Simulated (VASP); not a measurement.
A run of VASP 6.6.1 is set up as follows.

The input INCAR:

```
SYSTEM = Rb2HgBr3
PREC = Accurate
ENCUT = 520
EDIFF = 1E-6
ISMEAR = 0
SIGMA = 0.1
LREAL = .FALSE.
LASPH = .TRUE.
NELM = 100
ALGO = Fast
ISIF = 2
LWAVE = .FALSE.
LCHARG = .FALSE.
GGA = PE
NBANDS = 34
```

File KPOINTS:

```
Automatic mesh
0
G
  3 3 4
  0 0 0
```

The input POSCAR:

```
Rb2HgBr3
1.0
    7.5015568200      0.0000000000      0.0000000000
   -3.7507784100      6.4965387700      0.0000000000
    0.0000000000      0.0000000000      4.0595542100
Rb Hg Br
2 1 3
Direct
    0.3333333300      0.6666666700      0.0000000000
    0.6666666700      0.3333333300      0.0000000000
    0.0000000000      0.0000000000      0.0000000000
    0.5000000000      0.0000000000      0.5000000000
    0.5000000000      0.5000000000      0.5000000000
    0.0000000000      0.5000000000      0.5000000000
```

Potentials or basis: VASP PAW PBE potentials, release 64 (Rb_sv, Hg, Br).

Launch:

```sh
$ cat potpaw_PBE.64/Rb_sv/POTCAR potpaw_PBE.64/Hg/POTCAR potpaw_PBE.64/Br/POTCAR > POTCAR
$ mpirun -np 1 vasp_std > vasp.out
```

Q: Estimate the pressure.

A: 9.5 GPa.

Q: Estimate the band gap on the k mesh.

A: Zero (an odd number of electrons rules out a gap without spin polarisation).

Stress tensor (GPa, compression positive):
```
 7.70  0.00  0.00
 0.00  7.70  0.00
 0.00  0.00 13.25
```

Caveat: the k points lie up to 0.39 Å⁻¹ apart, too coarse for converged energies and pressures of a metal; spin-orbit coupling is left out, which moves the levels of the heavy elements; an odd number of electrons without spin polarisation forces a metal; a magnetic or distorted state may lie lower.
